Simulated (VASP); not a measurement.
# MoS2 (P6_3/mmc) in VASP: a series of runs, part 3 of 3

VASP 6.6.1.

## 6. Single point, LDA (in-plane strain +0.02)

File INCAR:

```
PREC     = Accurate       # precision mode
ENCUT    = 500            # plane-wave cutoff, eV
EDIFF    = 1E-6           # SCF threshold, eV
ISMEAR   = 0              # smearing method
SIGMA    = 0.01           # smearing width, eV
LREAL    = False          # projectors in reciprocal space
LASPH    = True           # aspherical terms in the spheres
NELM     = 120            # most SCF steps
ALGO     = Normal         # electronic algorithm
ISIF     = 2              # what is computed and relaxed
LWAVE    = False          # write WAVECAR
LCHARG   = True           # write CHGCAR
LELF     = True           # ELF
LVHAR    = True         
NBANDS   = 35             # bands
GGA_COMPAT= False
```

File KPOINTS:

```
Automatic mesh
0
Gamma
  6 6 2
```

File POSCAR:

```
MoS2
1.0
    3.1846118734      0.0000000000      0.0000000000
   -1.5923059367      2.7579547835      0.0000000000
    0.0000000000      0.0000000000     11.9311473609
Mo S
2 4
Direct
    0.3333333333      0.6666666667      0.2500000000
    0.6666666667      0.3333333333      0.7500000000
    0.3333333333      0.6666666667      0.6212940471
    0.6666666667      0.3333333333      0.1212940471
    0.3333333333      0.6666666667      0.8787059529
    0.6666666667      0.3333333333      0.3787059529
```

Potentials or basis: VASP PAW LDA potentials, release 64 (Mo_sv, S).

Launch:

```
cat potpaw_LDA.64/Mo_sv/POTCAR potpaw_LDA.64/S/POTCAR > POTCAR
mpirun -np 1 vasp_std > vasp.out
```

OUTCAR:

```text
PREC = Accurate
   ENCUT = 500
   EDIFF = 1E-6
   ISMEAR = 0
   LREAL = False
   LASPH = True
   NELM = 120
   ISIF = 2

 ion  position               nearest neighbor table
   1  0.333  0.667  0.250-   4 2.40   6 2.40   4 2.40   6 2.40   4 2.40   6 2.40
   2  0.667  0.333  0.750-   3 2.40   5 2.40   3 2.40   5 2.40   3 2.40   5 2.40
   3  0.333  0.667  0.621-   2 2.40   2 2.40   2 2.40
   4  0.667  0.333  0.121-   1 2.40   1 2.40   1 2.40
   5  0.333  0.667  0.879-   2 2.40   2 2.40   2 2.40
   6  0.667  0.333  0.379-   1 2.40   1 2.40   1 2.40

  LATTYP: Found a hexagonal cell.
 ALAT       =     3.1846118734
 C/A-ratio  =     3.7464996788

  Lattice vectors:

 A1 = (   3.1846118734,   0.0000000000,   0.0000000000)
 A2 = (  -1.5923059367,   2.7579547835,   0.0000000000)
 A3 = (   0.0000000000,   0.0000000000,  11.9311473609)

Analysis of symmetry for initial positions (statically):
=====================================================================
 Subroutine PRICEL returns:
 Original cell was already a primitive cell.

 Routine SETGRP: Setting up the symmetry group for a
 hexagonal supercell.

 Subroutine GETGRP returns: Found 24 space group operations
 (whereof 12 operations were pure point group operations)
 out of a pool of 24 trial point group operations.

The static configuration has the point symmetry D_3d.
 The point group associated with its full space group is D_6h.

Analysis of symmetry for dynamics (positions and initial velocities):
=====================================================================
 Subroutine PRICEL returns:
 Original cell was already a primitive cell.

 Routine SETGRP: Setting up the symmetry group for a
 hexagonal supercell.

 Subroutine GETGRP returns: Found 24 space group operations
 (whereof 12 operations were pure point group operations)
 out of a pool of 24 trial point group operations.

The dynamic configuration has the point symmetry D_3d.
 The point group associated with its full space group is D_6h.

 Subroutine INISYM returns: Found 24 space group operations
 (whereof 12 operations are pure point group operations),
 and found     1 'primitive' translations

----------------------------------------------------------------------------------------

                                     Primitive cell

  volume of cell :     104.7915

  direct lattice vectors                    reciprocal lattice vectors
     3.184611873  0.000000000  0.000000000     0.314010008  0.181293763  0.000000000
    -1.592305937  2.757954783  0.000000000     0.000000000  0.362587525  0.000000000
     0.000000000  0.000000000 11.931147361     0.000000000  0.000000000  0.083814236

  length of vectors
     3.184611873  3.184611873 11.931147361     0.362587525  0.362587525  0.083814236

  position of ions in fractional coordinates (direct lattice)
     0.333333333  0.666666667  0.250000000
     0.666666667  0.333333333  0.750000000
     0.333333333  0.666666667  0.621294047
     0.666666667  0.333333333  0.121294047
     0.333333333  0.666666667  0.878705953
     0.666666667  0.333333333  0.378705953

  ion indices of the primitive-cell ions
[... 38 lines left out ...]
  0.333333  0.000000  0.000000      6.000000
  0.500000  0.000000  0.000000      3.000000
  0.166667  0.166667  0.000000      6.000000
  0.333333  0.166667  0.000000     12.000000
  0.333333  0.333333  0.000000      2.000000
  0.000000  0.000000  0.500000      1.000000
  0.166667  0.000000  0.500000      6.000000
  0.333333  0.000000  0.500000      6.000000
  0.500000  0.000000  0.500000      3.000000
  0.166667  0.166667  0.500000      6.000000
  0.333333  0.166667  0.500000     12.000000
  0.333333  0.333333  0.500000      2.000000
   k-points           NKPTS =     14   k-points in BZ     NKDIM =     14   number of bands    NBANDS=     35
   number of dos      NEDOS =    301   number of ions     NIONS =      6
   total plane-waves  NPLWV =  51840
   dimension x,y,z NGX =    24 NGY =   24 NGZ =   90
   dimension x,y,z NGXF=    48 NGYF=   48 NGZF=  180
   ions per type =               2   4
   NGX,Y,Z   is equivalent  to a cutoff of  12.53, 12.53, 12.54 a.u.
   NGXF,Y,Z  is equivalent  to a cutoff of  25.06, 25.06, 25.08 a.u.
 SYSTEM =  unknown system
   PREC   = accura    normal or accurate (medium, high low for compatibility)
   ISTART =      0    job   : 0-new  1-cont  2-samecut
   ICHARG =      2    charge: 1-file 2-atom 10-const
   ISPIN  =      1    spin polarized calculation?
   LNONCOLLINEAR =      F non collinear calculations
   LSORBIT =      F    spin-orbit coupling
   LASPH  =      T    aspherical Exc in radial PAW
   ENCUT  =  500.0 eV  36.75 Ry    6.06 a.u.   5.81  5.81 21.75*2*pi/ulx,y,z
   NELM   =    120;   NELMIN=  2; NELMDL= -5     # of ELM steps
   EDIFF  = 0.1E-05   stopping-criterion for ELM
   LREAL  =      F    real-space projection
   EDIFFG = 0.1E-04   stopping-criterion for IOM
   NSW    =      0    number of steps for IOM
   IBRION =     -1    ionic relax: 0-MD 1-quasi-New 2-CG
   NFREE  =      0    steps in history (QN), initial steepest desc. (CG)
   ISIF   =      2    stress and relaxation
   ISYM   =      2    0-nonsym 1-usesym 2-fastsym
   POTIM  = 0.5000    time-step for ionic-motion
   TEBEG  =    0.0;   TEEND  =   0.0 temperature during run
   PSTRESS=    0.0 pullay stress
   NELECT =      52.0000    total number of electrons
   NUPDOWN=      -1.0000    fix difference up-down
   EMIN   =  10.00;   EMAX   =-10.00  energy-range for DOS
   EFERMI =   0.00;   METHOD = LEGACY
   ISMEAR =     0;   SIGMA  =   0.01  broadening in eV -4-tet -1-fermi 0-gaus
   EFERMI_NEDOS =   21; number of points for ismear=-14 and -15
   IALGO  =     38    algorithm
   IMIX   =      4    mixing-type and parameters
     AMIX     =   0.40;   BMIX     =  1.00
     AMIX_MAG =   1.60;   BMIX_MAG =  1.00
  volume/ion in A,a.u.               =      17.47       117.86
  Fermi-wavevector in a.u.,A,eV,Ry     =   1.296087  2.449248 22.855614  1.679840
  Thomas-Fermi vector in A             =   2.427565
   LORBIT       =      0    0 simple, 1 ext, 2 COOP (PROOUT), +10 PAW based schemes
   GGA     = CA    functional components
   LHFCALC =     F    Hartree Fock is set to
   AEXX    =    0.0000 exact exchange contribution
   IVDW    =     0    specifies the selected vdW correction
   LEPSILON=     F    determine dielectric tensor
   LRPA    =     F    only Hartree local field effects (RPA)
 non-spin polarized calculation
 Gauss-broadening in eV      SIGMA  =   0.01
  energy-cutoff  :      500.00
  volume of cell :      104.79
 maximum number of plane-waves:      2674
 NGX is ok and might be reduce to    24
   NGX = 11   NGY = 11   NGZ = 43

 number of electron      52.0000002 magnetization

 Free energy of the ion-electron system (eV)
  ---------------------------------------------------
  ext. energy  EPLUGINS =         0.00000000
  ---------------------------------------------------
  free energy    TOTEN  =       -48.88789429 eV

  energy without entropy =      -48.88789429  energy(sigma->0) =      -48.88789429

 E-fermi :   8.0776     XC(G=0): -11.2515

 val. band max:        7.8778734936   @ k =   0.0000   0.0000   0.0000
 cond. band min:       8.5385197107   @ k =   0.1667   0.1667   0.0000
 fundamental gap:      0.6606462172
 Fermi energy:         8.0775801573

 k-point     1 :       0.0000    0.0000    0.0000
  band No.  band energies     occupation
      1     -53.5130      2.00000
      2     -53.5130      2.00000
      3     -27.8629      2.00000
      4     -27.8628      2.00000
      5     -27.6502      2.00000
      6     -27.6502      2.00000
[... 521 lines left out ...]
     34      11.7741      0.00000
     35      14.2653      0.00000

------------------------ aborting loop because EDIFF is reached ----------------------------------------

  FORCE on cell =-STRESS in cart. coord.  units (eV):
  Direction    XX          YY          ZZ          XY          YZ          ZX
  --------------------------------------------------------------------------------------
  -------------------------------------------------------------------------------------
  Total       -3.6865317     -3.6865317     -0.1710357      0.0000000      0.0000000      0.0000000
  in kB      -56.3641151    -56.3641151     -2.6149982      0.0000000      0.0000000      0.0000000
  external PRESSURE =     -38.4477428 kB  Pullay stress =       0.0000000 kB

 VOLUME and BASIS-vectors are now :
 -----------------------------------------------------------------------------
  energy-cutoff  :      500.00
  volume of cell :      104.79
      direct lattice vectors                 reciprocal lattice vectors
     3.184611873  0.000000000  0.000000000     0.314010008  0.181293763  0.000000000
    -1.592305937  2.757954783  0.000000000     0.000000000  0.362587525  0.000000000
     0.000000000  0.000000000 11.931147361     0.000000000  0.000000000  0.083814236

 POSITION                                       TOTAL-FORCE (eV/Angst)
 -----------------------------------------------------------------------------------
     -0.00000      1.83864      2.98279        -0.000000     -0.000000     -0.000000
      1.59231      0.91932      8.94836         0.000000      0.000000     -0.000000
     -0.00000      1.83864      7.41275        -0.000000      0.000000      0.043230
      1.59231      0.91932      1.44718         0.000000     -0.000000      0.043230
     -0.00000      1.83864     10.48397        -0.000000      0.000000     -0.043230
      1.59231      0.91932      4.51840         0.000000     -0.000000     -0.043230
 -----------------------------------------------------------------------------------
    total drift:                               -0.000000      0.000000     -0.000000

  FREE ENERGIE OF THE ION-ELECTRON SYSTEM (eV)
  ---------------------------------------------------
  free  energy   TOTEN  =       -48.8878942896 eV

  energy  without entropy=      -48.8878942896  energy(sigma->0) =      -48.88789429
```

It took 19 s on 1 thread of Intel Xeon 6975P-C (Granite Rapids), shared host; peak memory 0.19 GiB.

What came out:

```yaml
Free_energy: -48.8879 eV
Pressure: -3.8 GPa
Largest_force: 0.043 eV/Å
Band_gap_on_the_k_mesh: 0.66 eV (least direct gap 1.54 eV)
```

Forces on the atoms (eV/Å):
```
Mo   0.000  0.000  0.000
Mo   0.000  0.000  0.000
S    0.000  0.000  0.043
S    0.000  0.000  0.043
S    0.000  0.000 -0.043
S    0.000  0.000 -0.043
```

Stress tensor (GPa, compression positive):
```
-5.64  0.00  0.00
 0.00 -5.64  0.00
 0.00  0.00 -0.26
```

Caveat: the cell differs from its parent crystal (in-plane strain +0.02); the cell stands under tension.

## 7. Single point, LDA (film at in-plane strain +0.02)

File INCAR:

```
PREC = Accurate
ENCUT = 500
EDIFF = 1E-6
ISMEAR = 0
SIGMA = 0.01
LREAL = F
LASPH = T
NELM = 120
ALGO = Normal
ISIF = 2
LWAVE = F
LCHARG = F
NBANDS = 35
GGA_COMPAT = F
```

KPOINTS is that of step 6.

File POSCAR:

```
MoS2
1.0
    3.1846118734      0.0000000000      0.0000000000
   -1.5923059367      2.7579547835      0.0000000000
    0.0000000000      0.0000000000     11.9726665399
Mo S
2 4
Direct
    0.3333333333      0.6666666667      0.2500000000
    0.6666666667      0.3333333333      0.7500000000
    0.3333333333      0.6666666667      0.6219542312
    0.6666666667      0.3333333333      0.1219542312
    0.3333333333      0.6666666667      0.8780457688
    0.6666666667      0.3333333333      0.3780457688
```

Launch:

```
cat potpaw_LDA.64/Mo_sv/POTCAR potpaw_LDA.64/S/POTCAR > POTCAR
mpirun -np 1 vasp_std > vasp.out
```

It took 18 s on 1 thread of Intel Xeon 6975P-C (Granite Rapids), shared host; peak memory 0.19 GiB.

It converged, with:

```
Free energy            : -48.8883 eV
Pressure               : -3.6 GPa
Largest force          : 0.015 eV/Å
Band gap on the k mesh : 0.67 eV (least direct gap 1.54 eV)
```

Forces in eV/Å, atoms in the order of the input:
```
Mo   0.000  0.000  0.000
Mo   0.000  0.000  0.000
S    0.000  0.000 -0.015
S    0.000  0.000 -0.015
S    0.000  0.000  0.015
S    0.000  0.000  0.015
```

Stress tensor (GPa, compression positive):
```
-5.48  0.00  0.00
 0.00 -5.48  0.00
 0.00  0.00  0.05
```

Levels at points of the mesh, in eV from the valence-band top:
```
           k point  band 23  band 24  band 25  band 26  band 27  band 28  band 29  band 30
(0.00, 0.00, 0.00)    -2.50    -1.27    -1.07     0.00     1.84     1.84     1.86     1.86
(0.50, 0.00, 0.00)    -2.09    -1.84    -1.67    -1.46     1.27     1.33     1.71     1.97
(0.00, 0.00, 0.50)    -2.53    -2.53    -0.25    -0.25     1.84     1.84     1.84     1.84
(0.50, 0.00, 0.50)    -1.96    -1.96    -1.55    -1.55     1.30     1.30     1.86     1.86
```

Caveat: the cell differs from its parent crystal (film at in-plane strain +0.02); the cell stands under tension. A k mesh can miss the band edges.

## 8. The runs side by side

```csv
cell,gap on the mesh (eV),pressure (GPa),largest force (eV/Å)
"a = 3.153, b = 3.153, c = 12.004 Å, angles 90.0, 90.0, 120.0°, 6 atoms",0.70,-2.0,0.02
"a = 3.153, b = 3.153, c = 12.020 Å, angles 90.0, 90.0, 120.0°, 6 atoms",0.71,-1.8,0.02
"a = 3.185, b = 3.185, c = 11.973 Å, angles 90.0, 90.0, 120.0°, 6 atoms",0.67,-3.6,0.01
"a = 3.185, b = 3.185, c = 11.931 Å, angles 90.0, 90.0, 120.0°, 6 atoms",0.66,-3.8,0.04
```

Alike in all rows: task single point; level LDA; potentials or basis VASP PAW LDA potentials, release 64 (Mo_sv, S); no spin polarisation; k mesh 6 × 6 × 2; cutoff (eV) 500; smearing gaussian 0.01 eV.

Caveats: the cell stands under tension (at least some runs).

Absolute energies hang on the potentials; compare differences alone.
